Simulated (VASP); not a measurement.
A run of VASP 6.6.1:

INCAR

```
SYSTEM = ZrB2
ALGO = Normal
EDIFF = 1E-8
ENCUT = 520
GGA = PE
ISIF = 2
ISMEAR = -1
LASPH = .True.
LCHARG = .False.
LEFG = .True.
LREAL = .False.
LWAVE = .False.
NBANDS = 16
NELM = 100
PREC = Accurate
SIGMA = 0.05
```

The input KPOINTS:

```
k-points
0
Gamma
  11 11 9
  0 0 0
```

The input POSCAR:

```
ZrB2
1.0
    3.1675246616      0.0000000000      0.0000000000
   -1.5837623308      2.7431568240      0.0000000000
    0.0000000000      0.0000000000      3.5523880600
Zr B
1 2
Direct
    0.0000000000      0.0000000000      0.0000000000
    0.2733333333      0.6366666667      0.5000000000
    0.7266666667      0.3633333333      0.5000000000
```

Potentials or basis: VASP PAW PBE potentials, release 64 (Zr_sv, B).

Launch:

```bash
$ cat potpaw_PBE.64/Zr_sv/POTCAR potpaw_PBE.64/B/POTCAR > POTCAR
$ mpirun -np 1 vasp_std > vasp.out
```

Hardware: 1 thread of AMD EPYC 9R45 96-Core Processor (Zen 5) (shared host).

Q: How long does it take, and how much memory?

A: It took 43 s on 1 thread of AMD EPYC 9R45 96-Core Processor (Zen 5) (shared host), peak memory 0.18 GiB. Counts: scf iterations 16, k points 180.
